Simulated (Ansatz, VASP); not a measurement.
# ZrB in VASP and in Ansatz

File INCAR:

```
SYSTEM = ZrB
PREC     = Accurate       ! precision mode
ENCUT    = 600            ! plane-wave cutoff, eV
EDIFF    = 1E-7           ! SCF threshold, eV
ISMEAR   = -1             ! smearing method
SIGMA    = 0.05           ! smearing width, eV
LREAL    = .False.        ! projectors in reciprocal space
LASPH    = .True.         ! aspherical terms in the spheres
NELM     = 100            ! most SCF steps
ALGO     = Normal         ! electronic algorithm
ISIF     = 3              ! what is computed and relaxed
LWAVE    = .False.        ! write WAVECAR
LCHARG   = .False.        ! write CHGCAR
GGA      = PE             ! functional
IBRION   = 2              ! ionic algorithm
NSW      = 60             ! ionic steps
EDIFFG   = -0.01          ! ionic threshold
```

The input KPOINTS:

```
Automatic mesh
0
Gamma
  10 10 7
  0 0 0
```

File POSCAR:

```
ZrB
1.0
    1.9614334600     -1.9857162700      0.0000000000
    1.9614334600      1.9857162700      0.0000000000
    0.0000000000      0.0000000000      4.0139456300
Zr B
1 1
Direct
    0.0000000000      0.0000000000      0.5000000000
    0.5000000000      0.5000000000      0.5000000000
```

input.yaml

```yaml
crystal:
  lattice:
    - [1.96143346, -1.98571627, 0.0]
    - [1.96143346, 1.98571627, 0.0]
    - [0.0, 0.0, 4.01394563]
  atoms:
    - { symbol: Zr, position: [0.0, 0.0, 0.5] }
    - { symbol: B, position: [0.5, 0.5, 0.5] }
hamiltonian:
  xc: pbe
  pseudopotentials: { kind: paw }
kpoints:
  mp_grid: { grid: [10, 10, 7] }
scf:
  occupations: { method: fermi_dirac, width: 0.05 }
output:
  forces: true
  stress: true
  eigenvalues: true
  write_density: true
  write_potential: true
  elf: true
  volumetric_format: npy
relax:
  f_tol: 0.01
  max_steps: 40
  cell: { stress_tol: 0.05 }
```

Alike in both runs: task relaxation of cell and atoms; functional PBE; k mesh 10 × 10 × 7; occupations fermi-dirac, width 0.05 eV; no spin polarisation.

|  | VASP | Ansatz |
| --- | --- | --- |
| version | VASP 6.6.1 | Ansatz 0.2.0 |
| potentials or method | VASP PAW PBE potentials, release 64 (Zr_sv, B) | Ansatz PAW |
| plane-wave cutoff (eV) | 600 | 420 |
| valence electrons in the cell | 15 | 15 |

VASP gave:

| Quantity | Value |
| --- | --- |
| gap on the k mesh at the Fermi level, each at its own relaxed structure (eV) | none |
| relaxed volume (Å³/atom) | 17.21 |
| relaxed length of the cell vector where the two differ most in proportion (Å) | 2.968 |

Estimate Ansatz's values.

gap on the k mesh at the Fermi level, each at its own relaxed structure (eV): none; relaxed volume (Å³/atom): 17.19; relaxed length of the cell vector where the two differ most in proportion (Å): 2.966.

A gap of «none» marks a metal or a gap that the smearing closes.

Noted on Ansatz's run: the plane-wave basis is chosen anew once the cell has moved, so the energies of steps on either side of that aren't comparable.
